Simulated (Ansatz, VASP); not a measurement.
**One calculation of Sr3CuH2, two programs**

File INCAR:

```
SYSTEM = Sr3CuH2
PREC = Accurate ; ENCUT = 520
EDIFF = 1E-7 ; ISMEAR = 0
SIGMA = 0.1 ; LREAL = .FALSE.
LASPH = .TRUE. ; NELM = 80
ALGO = Normal ; ISIF = 2
LWAVE = .FALSE. ; LCHARG = .FALSE.
GGA = PE ; NBANDS = 30
```

The input KPOINTS:

```
regular mesh
0
G
  3 3 4
  0 0 0
```

POSCAR

```
Sr3CuH2
1.0
    6.2939922000      0.0000000000      0.0000000000
   -3.1469961000      5.4507571400      0.0000000000
    0.0000000000      0.0000000000      4.0314926800
Sr Cu H
3 1 2
Direct
    0.5000000000      0.0000000000      0.0000000000
    0.0000000000      0.5000000000      0.0000000000
    0.5000000000      0.5000000000      0.0000000000
    0.0000000000      0.0000000000      0.0000000000
    0.3333333300      0.6666666700      0.5000000000
    0.6666666700      0.3333333300      0.5000000000
```

Input for Ansatz:

```yaml
crystal:
  lattice:
    - [6.2939922, 0.0, 0.0]
    - [-3.1469961, 5.45075714, 0.0]
    - [0.0, 0.0, 4.03149268]
  atoms:
    - { symbol: Sr, position: [0.5, 0.0, 0.0] }
    - { symbol: Sr, position: [0.0, 0.5, 0.0] }
    - { symbol: Sr, position: [0.5, 0.5, 0.0] }
    - { symbol: Cu, position: [0.0, 0.0, 0.0] }
    - { symbol: H, position: [0.33333333, 0.66666667, 0.5] }
    - { symbol: H, position: [0.66666667, 0.33333333, 0.5] }
basis:
  ecutwfc: 420
kpoints:
  mp_grid: { grid: [3, 3, 4] }
hamiltonian:
  xc: pbe
scf:
  occupations: { method: gaussian, width: 0.1 }
  lower_state_search: "off"
output:
  forces: true
  stress: true
  eigenvalues: true
```

Alike in both runs: task single point; functional PBE; k mesh 3 × 3 × 4; occupations gaussian, width 0.1 eV; no spin polarisation.

|  | VASP | Ansatz |
| --- | --- | --- |
| version | VASP 6.6.1 | Ansatz 0.2.0 |
| potentials or method | VASP PAW PBE potentials, release 64 (Sr_sv, Cu, H), cutoff 520 eV | scalar-relativistic, plane waves, PAW |
| valence electrons in the cell | 43 | 51 |

Ansatz gave:

```
gap on the k mesh at the Fermi level (eV)                     : none
pressure (GPa)                                                : 4.4
traceless stress, the component that is largest in VASP (GPa) : -10.77
```

Q: What did VASP give for the same quantities?

A: gap on the k mesh at the Fermi level (eV): none; pressure (GPa): 4.5; traceless stress, the component that is largest in VASP (GPa): -10.88.

A gap of «none» marks a metal or a gap that the smearing closes. VASP's potentials hold 43 valence electrons a cell and Ansatz's 51, so a difference there can come from the potentials and not from the codes.

The k mesh is coarse, so the values compare programs but aren't converged.
